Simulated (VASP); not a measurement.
# Ag (Fd-3m) in VASP: a series of runs

Ag is run at these levels: PBE; tasks: single point.

Everything below comes from runs of VASP 6.6.1. Logs are shortened: lines on timing, memory, paths and dates and some standing lists are left out, and cuts for length are marked.

**1. The cell of the first run**

It takes space group Fd-3m (No. 227, cubic). The conventional cell has a = 6.214 Å, b = 6.214 Å, c = 6.214 Å, α = 90.00°, β = 90.00°, γ = 90.00°. Ag (site symmetry -43m) has 4 Ag at 2.69 Å within 3.5 Å.

This isn't the form of Ag at room conditions, which is fcc.

**2. Single point, PBE**

INCAR

```
SYSTEM = Ag
ALGO = Normal
EDIFF = 1E-6
ENCUT = 520
GGA = PE
ISIF = 2
ISMEAR = -1
LASPH = .True.
LCHARG = .False.
LREAL = .False.
LWAVE = .False.
NBANDS = 18
NELM = 80
PREC = Accurate
SIGMA = 0.1
```

KPOINTS

```
k-points
0
Gamma
  14 14 14
  0 0 0
```

POSCAR

```
Ag
1.0
    0.0000000000      3.1069243572      3.1069243572
    3.1069243572      0.0000000000      3.1069243572
    3.1069243572      3.1069243572      0.0000000000
Ag
2
Direct
    0.1250000000      0.1250000000      0.1250000000
    0.8750000000      0.8750000000      0.8750000000
```

Potentials or basis: VASP PAW PBE potentials, release 64 (Ag).

Started as:

```console
$ cat potpaw_PBE.64/Ag/POTCAR > POTCAR
$ mpirun -np 1 vasp_std > vasp.out
```

OUTCAR:

```text
SYSTEM = Ag
   EDIFF = 1E-6
   ENCUT = 520
   GGA = PE
   ISIF = 2
   ISMEAR = -1
   LASPH = .True.
   LREAL = .False.
   NELM = 80
   PREC = Accurate

 ion  position               nearest neighbor table
   1  0.125  0.125  0.125-   2 2.69   2 2.69   2 2.69   2 2.69
   2  0.875  0.875  0.875-   1 2.69   1 2.69   1 2.69   1 2.69

  LATTYP: Found a face centered cubic cell.
 ALAT       =     6.2138487144

  Lattice vectors:

 A1 = (   0.0000000000,   3.1069243572,   3.1069243572)
 A2 = (   3.1069243572,   0.0000000000,   3.1069243572)
 A3 = (   3.1069243572,   3.1069243572,   0.0000000000)

Analysis of symmetry for initial positions (statically):
=====================================================================
 Subroutine PRICEL returns:
 Original cell was already a primitive cell.

 Routine SETGRP: Setting up the symmetry group for a
 face centered cubic supercell.

 Subroutine GETGRP returns: Found 48 space group operations
 (whereof 12 operations were pure point group operations)
 out of a pool of 48 trial point group operations.

The static configuration has the point symmetry D_3d.
 The point group associated with its full space group is O_h .

Analysis of symmetry for dynamics (positions and initial velocities):
=====================================================================
 Subroutine PRICEL returns:
 Original cell was already a primitive cell.

 Routine SETGRP: Setting up the symmetry group for a
 face centered cubic supercell.

 Subroutine GETGRP returns: Found 48 space group operations
 (whereof 12 operations were pure point group operations)
 out of a pool of 48 trial point group operations.

The dynamic configuration has the point symmetry D_3d.
 The point group associated with its full space group is O_h .

 Subroutine INISYM returns: Found 48 space group operations
 (whereof 12 operations are pure point group operations),
 and found     1 'primitive' translations

----------------------------------------------------------------------------------------

                                     Primitive cell

  volume of cell :      59.9822

  direct lattice vectors                    reciprocal lattice vectors
     0.000000000  3.106924357  3.106924357    -0.160930857  0.160930857  0.160930857
     3.106924357  0.000000000  3.106924357     0.160930857 -0.160930857  0.160930857
     3.106924357  3.106924357  0.000000000     0.160930857  0.160930857 -0.160930857

  length of vectors
     4.393854563  4.393854563  4.393854563     0.278740421  0.278740421  0.278740421

  position of ions in fractional coordinates (direct lattice)
     0.125000000  0.125000000  0.125000000
     0.875000000  0.875000000  0.875000000

  ion indices of the primitive-cell ions
   primitive index   ion index
                 1           1
                 2           2

----------------------------------------------------------------------------------------

 KPOINTS: k-points

Automatic generation of k-mesh.
 Grid dimensions read from file:
 generate k-points for:   14   14   14

 Generating k-lattice:

  Cartesian coordinates                     Fractional coordinates (reciprocal lattice)
    -0.011495061  0.011495061  0.011495061     0.071428571  0.000000000  0.000000000
     0.011495061 -0.011495061  0.011495061     0.000000000  0.071428571  0.000000000
     0.011495061  0.011495061 -0.011495061     0.000000000  0.000000000  0.071428571

  Length of vectors
     0.019910030  0.019910030  0.019910030

  Shift w.r.t. Gamma in fractional coordinates (k-lattice)
     0.000000000  0.000000000  0.000000000

 Subroutine IBZKPT returns following result:
 ===========================================

 Found    104 irreducible k-points:

 Following reciprocal coordinates:
            Coordinates               Weight
  0.000000  0.000000  0.000000      1.000000
  0.071429  0.000000  0.000000      8.000000
  0.142857  0.000000  0.000000      8.000000
  0.214286  0.000000  0.000000      8.000000
  0.285714  0.000000  0.000000      8.000000
  0.357143  0.000000  0.000000      8.000000
[... 16 lines left out ...]
  0.214286  0.142857  0.000000     24.000000
  0.285714  0.142857  0.000000     24.000000
 [... further k-points ...]
   k-points           NKPTS =    104   k-points in BZ     NKDIM =    104   number of bands    NBANDS=     18
   number of dos      NEDOS =    301   number of ions     NIONS =      2
   total plane-waves  NPLWV =  46656
   dimension x,y,z NGX =    36 NGY =   36 NGZ =   36
   dimension x,y,z NGXF=    72 NGYF=   72 NGZF=   72
   ions per type =               2
   NGX,Y,Z   is equivalent  to a cutoff of  13.62, 13.62, 13.62 a.u.
   NGXF,Y,Z  is equivalent  to a cutoff of  27.24, 27.24, 27.24 a.u.
 SYSTEM =  Ag
   PREC   = accura    normal or accurate (medium, high low for compatibility)
   ISTART =      0    job   : 0-new  1-cont  2-samecut
   ICHARG =      2    charge: 1-file 2-atom 10-const
   ISPIN  =      1    spin polarized calculation?
   LNONCOLLINEAR =      F non collinear calculations
   LSORBIT =      F    spin-orbit coupling
   LASPH  =      T    aspherical Exc in radial PAW
   ENCUT  =  520.0 eV  38.22 Ry    6.18 a.u.   8.17  8.17  8.17*2*pi/ulx,y,z
   NELM   =     80;   NELMIN=  2; NELMDL= -5     # of ELM steps
   EDIFF  = 0.1E-05   stopping-criterion for ELM
   LREAL  =      F    real-space projection
   EDIFFG = 0.1E-04   stopping-criterion for IOM
   NSW    =      0    number of steps for IOM
   IBRION =     -1    ionic relax: 0-MD 1-quasi-New 2-CG
   NFREE  =      0    steps in history (QN), initial steepest desc. (CG)
   ISIF   =      2    stress and relaxation
   ISYM   =      2    0-nonsym 1-usesym 2-fastsym
   POTIM  = 0.5000    time-step for ionic-motion
   TEBEG  =    0.0;   TEEND  =   0.0 temperature during run
   PSTRESS=    0.0 pullay stress
   NELECT =      22.0000    total number of electrons
   NUPDOWN=      -1.0000    fix difference up-down
   EMIN   =  10.00;   EMAX   =-10.00  energy-range for DOS
   EFERMI =   0.00;   METHOD = LEGACY
   ISMEAR =    -1;   SIGMA  =   0.10  broadening in eV -4-tet -1-fermi 0-gaus
   EFERMI_NEDOS =   21; number of points for ismear=-14 and -15
   IALGO  =     38    algorithm
   IMIX   =      4    mixing-type and parameters
     AMIX     =   0.40;   BMIX     =  1.00
     AMIX_MAG =   1.60;   BMIX_MAG =  1.00
  volume/ion in A,a.u.               =      29.99       202.39
  Fermi-wavevector in a.u.,A,eV,Ry     =   1.171858  2.214491 18.684221  1.373252
  Thomas-Fermi vector in A             =   2.308296
   LORBIT       =      0    0 simple, 1 ext, 2 COOP (PROOUT), +10 PAW based schemes
   GGA     = PE    functional components
   LHFCALC =     F    Hartree Fock is set to
   AEXX    =    0.0000 exact exchange contribution
   IVDW    =     0    specifies the selected vdW correction
   LEPSILON=     F    determine dielectric tensor
   LRPA    =     F    only Hartree local field effects (RPA)
 non-spin polarized calculation
  energy-cutoff  :      520.00
  volume of cell :       59.98
 maximum number of plane-waves:      1639
 NGX is ok and might be reduce to    36
   NGX = 17   NGY = 17   NGZ = 17

 number of electron      21.9999999 magnetization

 Free energy of the ion-electron system (eV)
  ---------------------------------------------------
  ext. energy  EPLUGINS =         0.00000000
  ---------------------------------------------------
  free energy    TOTEN  =        -3.88519765 eV

  energy without entropy =       -3.86509222  energy(sigma->0) =       -3.87514494

 E-fermi :   2.6475     XC(G=0):  -8.8431

 val. band max:        2.5913442291   @ k =  -0.2857   0.4286   0.1429
 cond. band min:       2.6776514208   @ k =  -0.4286   0.0714   0.0000
 fundamental gap:      0.0863071916
 Fermi energy:         2.6475226210

 k-point     1 :       0.0000    0.0000    0.0000
  band No.  band energies     occupation
      1      -1.9952      2.00000
      2      -1.8161      2.00000
      3      -1.8161      2.00000
      4      -1.8161      2.00000
      5      -1.8145      2.00000
      6      -1.8145      2.00000
[... 10 lines left out ...]
     17      11.8441      0.00000
     18      12.3302      0.00000

 k-point     2 :       0.0714    0.0000    0.0000
  band No.  band energies     occupation
      1      -1.9412      2.00000
      2      -1.8829      2.00000
      3      -1.8829      2.00000
      4      -1.8139      2.00000
      5      -1.7361      2.00000
      6      -1.7361      2.00000
[... 10 lines left out ...]
     17      12.2300      0.00000
     18      12.7728      0.00000

 k-point     3 :       0.1429    0.0000    0.0000
  band No.  band energies     occupation
      1      -1.9304      2.00000
      2      -1.9304      2.00000
      3      -1.8425      2.00000
      4      -1.7556      2.00000
      5      -1.6586      2.00000
      6      -1.6586      2.00000
[... 10 lines left out ...]
     17      12.7567      0.00000
     18      13.2827      0.00000

 k-point     4 :       0.2143    0.0000    0.0000
  band No.  band energies     occupation
      1      -1.9541      2.00000
      2      -1.9541      2.00000
      3      -1.8308      2.00000
      4      -1.6002      2.00000
      5      -1.6002      2.00000
      6      -1.5581      2.00000
[... 375 lines left out ...]
      4      -1.7260      2.00000
      5      -1.7138      2.00000
      6      -1.5410      2.00000
[... 10 lines left out ...]
     17      14.0981      0.00000
     18      14.0981      0.00000

 k-point    23 :       0.2143    0.1429    0.0000
  band No.  band energies     occupation
      1      -2.0507      2.00000
      2      -1.8466      2.00000
      3      -1.8372      2.00000
      4      -1.6668      2.00000
      5      -1.5498      2.00000
      6      -1.4674      2.00000
[... 10 lines left out ...]
     17      14.0768      0.00000
     18      14.5638      0.00000

 k-point    24 :       0.2857    0.1429    0.0000
  band No.  band energies     occupation
      1      -2.0648      2.00000
      2      -1.8620      2.00000
      3      -1.8443      2.00000
      4      -1.6130      2.00000
      5      -1.4102      2.00000
      6      -1.3928      2.00000
[... 10 lines left out ...]
     17      13.8417      0.00000
     18      14.5153      0.00000

 [... further k-points ...]

------------------------ aborting loop because EDIFF is reached ----------------------------------------

  FORCE on cell =-STRESS in cart. coord.  units (eV):
  Direction    XX          YY          ZZ          XY          YZ          ZX
  --------------------------------------------------------------------------------------
  -------------------------------------------------------------------------------------
  Total        0.0058804      0.0058804      0.0058804     -0.0000000     -0.0000000      0.0000000
  in kB        0.1570704      0.1570704      0.1570704     -0.0000000     -0.0000000      0.0000000
  external PRESSURE =       0.1570704 kB  Pullay stress =       0.0000000 kB

 VOLUME and BASIS-vectors are now :
 -----------------------------------------------------------------------------
  energy-cutoff  :      520.00
  volume of cell :       59.98
      direct lattice vectors                 reciprocal lattice vectors
     0.000000000  3.106924357  3.106924357    -0.160930857  0.160930857  0.160930857
     3.106924357  0.000000000  3.106924357     0.160930857 -0.160930857  0.160930857
     3.106924357  3.106924357  0.000000000     0.160930857  0.160930857 -0.160930857

 POSITION                                       TOTAL-FORCE (eV/Angst)
 -----------------------------------------------------------------------------------
      0.77673      0.77673      0.77673        -0.000000     -0.000000     -0.000000
      5.43712      5.43712      5.43712         0.000000      0.000000      0.000000
 -----------------------------------------------------------------------------------
    total drift:                                0.000000      0.000000      0.000000

  FREE ENERGIE OF THE ION-ELECTRON SYSTEM (eV)
  ---------------------------------------------------
  free  energy   TOTEN  =        -3.8851976495 eV

  energy  without entropy=       -3.8650922222  energy(sigma->0) =       -3.87514494
```

Run time: 53 s. Hardware: 1 thread of AMD EPYC 9R45 (Zen 5), shared host; peak memory 0.23 GiB.

What came out:

| Property | Result |
| --- | --- |
| Free energy | -3.8852 eV |
| Pressure | 0.0 GPa |
| Band gap on the k mesh | zero (bands 11 and 12 overlap by 0.95 eV) |

**3. Single point, PBE (29.99 Å³/atom)**

INCAR

```
PREC     = Accurate       # precision mode
ENCUT    = 520            # plane-wave cutoff, eV
EDIFF    = 1E-6           # SCF threshold, eV
ISMEAR   = -1             # smearing method
SIGMA    = 0.1            # smearing width, eV
LREAL    = False          # projectors in reciprocal space
LASPH    = True           # aspherical terms in the spheres
NELM     = 80             # most SCF steps
ALGO     = Normal         # electronic algorithm
ISIF     = 2              # what is computed and relaxed
LWAVE    = False          # write WAVECAR
LCHARG   = False          # write CHGCAR
GGA      = PE             # functional
NBANDS   = 18             # bands
```

KPOINTS

```
Automatic mesh
0
Gamma
  14 14 14
```

POSCAR is that of step 2.

Potentials or basis: VASP PAW PBE potentials, release 64 (Ag).

Started as:

```console
$ cat potpaw_PBE.64/Ag/POTCAR > POTCAR
$ mpirun -np 1 vasp_std > vasp.out
```

It took 52 s on 1 thread of AMD EPYC 9R45 (Zen 5), shared host; peak memory 0.23 GiB.

Results (log left out):

```yaml
Free_energy: -3.8852 eV
Pressure: 0.0 GPa
Band_gap_on_the_k_mesh: zero (bands 11 and 12 overlap by 0.95 eV)
```

Levels at points of the mesh, in eV from the Fermi level:
```csv
k point,band 8,band 9,band 10,band 11,band 12,band 13,band 14,band 15
"(0.00, 0.00, 0.00)",-3.21,-3.21,-2.67,-2.67,8.47,8.47,8.47,9.20
"(0.50, 0.00, 0.00)",-3.11,-2.71,-2.71,-0.91,-0.54,6.12,6.12,8.98
"(0.50, 0.50, 0.00)",-3.47,-2.60,-2.60,0.11,0.11,3.50,3.50,6.97
```
